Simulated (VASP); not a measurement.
# Ga (I4/mmm) in VASP: settings compared

The runs below take Ga through vibrations by perturbation theory, elastic constants, with PBEsol, LDA, PBE.

Program: VASP 6.6.1. These are calculated values, not measurements. Logs are shortened: lines on timing, memory, paths and dates and some standing lists are left out, and cuts for length are marked.

### 1 The cell of the first run

It takes space group I4/mmm (No. 139, tetragonal). The conventional cell has a = 2.769 Å, b = 2.769 Å, c = 4.622 Å, α = 90.00°, β = 90.00°, γ = 90.00°. Ga (site symmetry 4/mmm) has 12 Ga at 2.77 to 3.03 Å within 3.6 Å.

### 2 Vibrations by perturbation theory, PBEsol

Input file INCAR:

```
SYSTEM = Ga
  PREC = Accurate
  ENCUT = 520
  EDIFF = 1E-8
  ISMEAR = -1
  SIGMA = 0.05
  LREAL = .FALSE.
  LASPH = .TRUE.
  NELM = 60
  ALGO = Normal
  ISIF = 2
  LWAVE = .FALSE.
  LCHARG = .FALSE.
  GGA = PS
  IBRION = 8
  NSW = 1
```

Input file KPOINTS:

```
regular mesh
0
G
  10 10 10
  0 0 0
```

Input file POSCAR:

```
Ga
1.0
   -1.3843987196      1.3843987196      2.3112238365
    1.3843987196     -1.3843987196      2.3112238365
    1.3843987196      1.3843987196     -2.3112238365
Ga
1
Direct
    0.0000000000      0.0000000000      0.0000000000
```

Potentials or basis: VASP PAW PBE potentials, release 64 (Ga_d).

On the command line:

```bash
cat potpaw_PBE.64/Ga_d/POTCAR > POTCAR
mpirun -np 1 vasp_std > vasp.out
```

OUTCAR:

```text
SYSTEM = Ga
   PREC = Accurate
   ENCUT = 520
   EDIFF = 1E-8
   ISMEAR = -1
   LREAL = .FALSE.
   LASPH = .TRUE.
   NELM = 60
   ISIF = 2
   GGA = PS
   IBRION = 8
   NSW = 1

 ion  position               nearest neighbor table
   1  0.000  0.000  0.000-

  LATTYP: Found a body centered tetragonal cell.
 ALAT       =     2.7687974392
 C/A-ratio  =     1.6694784557

  Lattice vectors:

 A1 = (  -1.3843987196,   1.3843987196,   2.3112238365)
 A2 = (   1.3843987196,  -1.3843987196,   2.3112238365)
 A3 = (   1.3843987196,   1.3843987196,  -2.3112238365)

Analysis of symmetry for initial positions (statically):
=====================================================================
 Subroutine PRICEL returns:
 Original cell was already a primitive cell.

 Routine SETGRP: Setting up the symmetry group for a
 body centered tetragonal supercell.

 Subroutine GETGRP returns: Found 16 space group operations
 (whereof 16 operations were pure point group operations)
 out of a pool of 16 trial point group operations.

The static configuration has the point symmetry D_4h.

Analysis of symmetry for dynamics (positions and initial velocities):
=====================================================================
 Subroutine PRICEL returns:
 Original cell was already a primitive cell.

 Routine SETGRP: Setting up the symmetry group for a
 body centered tetragonal supercell.

 Subroutine GETGRP returns: Found 16 space group operations
 (whereof 16 operations were pure point group operations)
 out of a pool of 16 trial point group operations.

The dynamic configuration has the point symmetry D_4h.

 Subroutine INISYM returns: Found 16 space group operations
 (whereof 16 operations are pure point group operations),
 and found     1 'primitive' translations

----------------------------------------------------------------------------------------

                                     Primitive cell

  volume of cell :      17.7184

  direct lattice vectors                    reciprocal lattice vectors
    -1.384398720  1.384398720  2.311223836     0.000000000  0.361167627  0.216335602
     1.384398720 -1.384398720  2.311223836     0.361167627  0.000000000  0.216335602
     1.384398720  1.384398720 -2.311223836     0.361167627  0.361167627  0.000000000

  length of vectors
     3.029005654  3.029005654  3.029005654     0.421002550  0.421002550  0.510768156

  position of ions in fractional coordinates (direct lattice)
     0.000000000  0.000000000  0.000000000

  ion indices of the primitive-cell ions
   primitive index   ion index
                 1           1

----------------------------------------------------------------------------------------

 KPOINTS: regular mesh

Automatic generation of k-mesh.
 Grid dimensions read from file:
 generate k-points for:   10   10   10

 Generating k-lattice:

  Cartesian coordinates                     Fractional coordinates (reciprocal lattice)
     0.000000000  0.036116763  0.021633560     0.100000000  0.000000000 -0.000000000
     0.036116763  0.000000000  0.021633560     0.000000000  0.100000000 -0.000000000
     0.036116763  0.036116763  0.000000000     0.000000000  0.000000000  0.100000000

  Length of vectors
     0.042100255  0.042100255  0.051076816

  Shift w.r.t. Gamma in fractional coordinates (k-lattice)
     0.000000000  0.000000000  0.000000000

 Subroutine IBZKPT returns following result:
 ===========================================

 Found    102 irreducible k-points:

[... 67 lines left out ...]
  Fermi-wavevector in a.u.,A,eV,Ry     =   1.476549  2.790273 29.663375  2.180197
  Thomas-Fermi vector in A             =   2.591062
   LORBIT       =      0    0 simple, 1 ext, 2 COOP (PROOUT), +10 PAW based schemes
   GGA     = PS    functional components
   LHFCALC =     F    Hartree Fock is set to
   AEXX    =    0.0000 exact exchange contribution
   IVDW    =     0    specifies the selected vdW correction
   LEPSILON=     F    determine dielectric tensor
   LRPA    =     F    only Hartree local field effects (RPA)
 non-spin polarized calculation
  energy-cutoff  :      520.00
  volume of cell :       17.72
 maximum number of plane-waves:       492
   NGX = 11   NGY = 11   NGZ = 11

--------------------------------------- Ionic step        1  -------------------------------------------

 number of electron      12.9999997 magnetization

 Free energy of the ion-electron system (eV)
  ---------------------------------------------------
  ext. energy  EPLUGINS =         0.00000000
  ---------------------------------------------------
  free energy    TOTEN  =        -3.32792615 eV

  energy without entropy =       -3.32425665  energy(sigma->0) =       -3.32609140

 E-fermi :   5.9429     XC(G=0): -11.4671

 val. band max:        5.9419089345   @ k =   0.5000   0.5000   0.2000
 cond. band min:       6.0666419223   @ k =   0.4000   0.3000   0.1000
 fundamental gap:      0.1247329878
 Fermi energy:         5.9428672245

 k-point     1 :       0.0000    0.0000    0.0000
  band No.  band energies     occupation
      1      -9.0420      2.00000
      2      -8.8828      2.00000
      3      -8.8466      2.00000
      4      -8.8466      2.00000
      5      -8.6810      2.00000
      6      -5.5504      2.00000
      7      18.6669      0.00000
      8      18.9798      0.00000
      9      18.9798      0.00000
     10      22.3702      0.00000
[... 287 lines left out ...]
 k-point    24 :       0.4000    0.3000    0.0000
  band No.  band energies     occupation
      1      -8.9978      2.00000
      2      -8.9113      2.00000
      3      -8.7765      2.00000
      4      -8.7619      2.00000
      5      -8.6491      2.00000
      6       2.8819      2.00000
      7       4.4159      2.00000
      8       8.3436      0.00000
      9      11.4950      0.00000
     10      16.1163      0.00000

 [... further k-points ...]

------------------------ aborting loop because EDIFF is reached ----------------------------------------

  FORCE on cell =-STRESS in cart. coord.  units (eV):
  Direction    XX          YY          ZZ          XY          YZ          ZX
  --------------------------------------------------------------------------------------
  -------------------------------------------------------------------------------------
  Total        0.1554335      0.1554335     -0.2435456      0.0000000     -0.0000000      0.0000000
  in kB       14.0550038     14.0550038    -22.0224973      0.0000000     -0.0000000      0.0000000
  external PRESSURE =       2.0291701 kB  Pullay stress =       0.0000000 kB

 VOLUME and BASIS-vectors are now :
 -----------------------------------------------------------------------------
  energy-cutoff  :      520.00
  volume of cell :       17.72
      direct lattice vectors                 reciprocal lattice vectors
    -1.384398720  1.384398720  2.311223836     0.000000000  0.361167627  0.216335602
     1.384398720 -1.384398720  2.311223836     0.361167627  0.000000000  0.216335602
     1.384398720  1.384398720 -2.311223836     0.361167627  0.361167627  0.000000000

 POSITION                                       TOTAL-FORCE (eV/Angst)
 -----------------------------------------------------------------------------------
      0.00000      0.00000      0.00000         0.000000      0.000000      0.000000
 -----------------------------------------------------------------------------------
    total drift:                                0.000000      0.000000     -0.000000

  FREE ENERGIE OF THE ION-ELECTRON SYSTEM (eV)
  ---------------------------------------------------
  free  energy   TOTEN  =        -3.3279261495 eV

  energy  without entropy=       -3.3242566513  energy(sigma->0) =       -3.32609140

[... ionic steps 2 to 3 ...]

--------------------------------------- Ionic step        4  -------------------------------------------

------------------------ aborting loop because EDIFF is reached ----------------------------------------

[... ionic steps 5 to 5 ...]

--------------------------------------- Ionic step        6  -------------------------------------------

 Free energy of the ion-electron system (eV)
  ---------------------------------------------------
  ---------------------------------------------------
  free energy    TOTEN  =        -0.15609575 eV

  energy without entropy =       -0.15609575

------------------------ aborting loop because EDIFF is reached ----------------------------------------

 INTERNAL STRAIN TENSOR  FOR ION    1  DIRECTION 3   (eV/Angst):
 -----------------------------------------------------------------------------
    -0.00310  0.00000  0.00000
     0.00000 -0.00310  0.00000
     0.00000 -0.00000  0.01127

 INTERNAL STRAIN TENSOR FOR ION    1 for displacements in x,y,z  (eV/Angst):
          X           Y           Z          XY          YZ          ZX
  --------------------------------------------------------------------------------
  x     0.00000     0.00000     0.00000     0.00000     0.00000     0.00000
  y     0.00000     0.00000     0.00000     0.00000     0.00000     0.00000
  z     0.00000     0.00000     0.00000     0.00000     0.00000     0.00000

 SECOND DERIVATIVES (NOT SYMMETRIZED)
 ------------------------------------
               1X          1Y          1Z
  1X     0.021956    0.000000    0.000000
  1Y     0.000000    0.021956    0.000000
  1Z     0.000000    0.000000    0.025595

 Eigenvectors and eigenvalues of the dynamical matrix
 ----------------------------------------------------

   1 f/i=    0.277418 THz     1.743071 2PiTHz    9.253683 cm-1     1.147310 meV
             X         Y         Z           dx          dy          dz
      0.000000  0.000000  0.000000     1.000000    0.000000    0.000000

   2 f/i=    0.277418 THz     1.743071 2PiTHz    9.253683 cm-1     1.147310 meV
             X         Y         Z           dx          dy          dz
      0.000000  0.000000  0.000000     0.000000    1.000000    0.000000

   3 f/i=    0.299531 THz     1.882008 2PiTHz    9.991275 cm-1     1.238760 meV
             X         Y         Z           dx          dy          dz
      0.000000  0.000000  0.000000     0.000000    0.000000    1.000000

--------------------------------------------------------------------------------------------------------

 ELASTIC MODULI CONTR FROM IONIC RELAXATION (kBar)
 Direction    XX          YY          ZZ          XY          YZ          ZX
 --------------------------------------------------------------------------------
 XX           0.0000      0.0000      0.0000      0.0000      0.0000      0.0000
 YY           0.0000      0.0000      0.0000      0.0000      0.0000      0.0000
 ZZ           0.0000      0.0000      0.0000      0.0000      0.0000      0.0000
 XY           0.0000      0.0000      0.0000      0.0000      0.0000      0.0000
 YZ           0.0000      0.0000      0.0000      0.0000      0.0000      0.0000
 ZX           0.0000      0.0000      0.0000      0.0000      0.0000      0.0000
 --------------------------------------------------------------------------------
```

Wall time 52 s (1 thread of Intel Xeon Platinum 8488C (Sapphire Rapids), shared host); peak memory 0.19 GiB.

Caveat: the PAW data sets were made with another functional, which shifts forces and pressure a little.

### 3 Elastic constants, LDA

Input file INCAR:

```
  ALGO = Normal
  EDIFF = 1E-8
  ENCUT = 600
  GGA = CA
  IBRION = 6
  ISIF = 3
  ISMEAR = -1
  LASPH = True
  LCHARG = False
  LREAL = False
  LWAVE = False
  NELM = 60
  NFREE = 2
  NSW = 1
  POTIM = 0.015
  PREC = Accurate
  SIGMA = 0.05
```

Input file KPOINTS:

```
k-points
0
Gamma
  10 10 10
```

POSCAR is that of step 2.

Potentials or basis: VASP PAW LDA potentials, release 64 (Ga_d).

On the command line:

```bash
cat potpaw_LDA.64/Ga_d/POTCAR > POTCAR
mpirun -np 1 vasp_std > vasp.out
```

It took 2.8 min on 1 thread of Intel Xeon Platinum 8488C (Sapphire Rapids), shared host; peak memory 0.24 GiB.

Results (log left out):

- Voigt bulk modulus: 59 GPa

Elastic tensor in Voigt notation (GPa, in the Cartesian axes of the cell as first typed):
```
 82  77  30   0   0   0
 77  82  30   0   0   0
 30  30  89   0   0   0
  0   0   0 -45   0   0
  0   0   0   0 -45   0
  0   0   0   0   0 -11
```

Clamped-ion elastic tensor (GPa):
```
 82  77  30   0   0   0
 77  82  30   0   0   0
 30  30  89   0   0   0
  0   0   0 -45   0   0
  0   0   0   0 -45   0
  0   0   0   0   0 -11
```

Caveat: the cell is under stress, which shifts elastic constants; the elastic tensor has a negative eigenvalue, so either the cell is unstable as it stands or the mesh is too thin.

### 4 Elastic constants, PBE

Input file INCAR:

```
SYSTEM = Ga
PREC     = Accurate       ! precision mode
ENCUT    = 600            ! plane-wave cutoff, eV
EDIFF    = 1E-8           ! SCF threshold, eV
ISMEAR   = -1             ! smearing method
SIGMA    = 0.05           ! smearing width, eV
LREAL    = .FALSE.        ! projectors in reciprocal space
LASPH    = .TRUE.         ! aspherical terms in the spheres
NELM     = 100            ! most SCF steps
ALGO     = Normal         ! electronic algorithm
ISIF     = 3              ! what is computed and relaxed
LWAVE    = .FALSE.        ! write WAVECAR
LCHARG   = .FALSE.        ! write CHGCAR
GGA      = PE             ! functional
IBRION   = 6              ! ionic algorithm
NFREE    = 2            
POTIM    = 0.015          ! step
NSW      = 1              ! ionic steps
```

Input file KPOINTS:

```
regular mesh
0
G
  10 10 10
  0 0 0
```

POSCAR is that of step 3.

Potentials or basis: VASP PAW PBE potentials, release 64 (Ga_d).

On the command line:

```bash
cat potpaw_PBE.64/Ga_d/POTCAR > POTCAR
mpirun -np 1 vasp_std > vasp.out
```

Wall time 3.1 min (1 thread of Intel Xeon Platinum 8488C (Sapphire Rapids), shared host); peak memory 0.24 GiB.

Results (log left out):

| Property | Result |
| --- | --- |
| Voigt bulk modulus | 65 GPa |

Elastic tensor in Voigt notation (GPa, in the Cartesian axes of the cell as first typed):
```
102  73  32   0   0   0
 73 102  32   0   0   0
 32  32 100   0   0   0
  0   0   0 -35   0   0
  0   0   0   0 -35   0
  0   0   0   0   0  -9
```

Clamped-ion elastic tensor (GPa):
```
102  73  32   0   0   0
 73 102  32   0   0   0
 32  32 100   0   0   0
  0   0   0 -35   0   0
  0   0   0   0 -35   0
  0   0   0   0   0  -9
```

Caveat: the cell is under stress, which shifts elastic constants; the elastic tensor has a negative eigenvalue, so either the cell is unstable as it stands or the mesh is too thin.

### 5 Elastic constants, PBEsol

Input file INCAR:

```
  PREC = Accurate
  ENCUT = 600
  EDIFF = 1E-8
  ISMEAR = -1
  SIGMA = 0.05
  LREAL = F
  LASPH = T
  NELM = 80
  ALGO = Normal
  ISIF = 3
  LWAVE = F
  LCHARG = F
  GGA = PS
  NBANDS = 12
  IBRION = 6
  NFREE = 2
  POTIM = 0.015
  NSW = 1
```

Input file KPOINTS:

```
Automatic mesh
0
Gamma
  10 10 10
```

POSCAR is that of step 4.

On the command line:

```bash
cat potpaw_PBE.64/Ga_d/POTCAR > POTCAR
mpirun -np 1 vasp_std > vasp.out
```

Wall time 3.5 min (1 thread of Intel Xeon Platinum 8488C (Sapphire Rapids), shared host); peak memory 0.26 GiB.

It converged, with:

| Property | Result |
| --- | --- |
| Voigt bulk modulus | 62 GPa |

Elastic tensor in Voigt notation (GPa, in the Cartesian axes of the cell as first typed):
```
 95  74  31   0   0   0
 74  95  31   0   0   0
 31  31  96   0   0   0
  0   0   0 -37   0   0
  0   0   0   0 -37   0
  0   0   0   0   0  -9
```

Clamped-ion elastic tensor (GPa):
```
 95  74  31   0   0   0
 74  95  31   0   0   0
 31  31  96   0   0   0
  0   0   0 -37   0   0
  0   0   0   0 -37   0
  0   0   0   0   0  -9
```

Caveat: the elastic tensor has a negative eigenvalue, so either the cell is unstable as it stands or the mesh is too thin; the PAW data sets were made with another functional, which shifts forces and pressure a little.
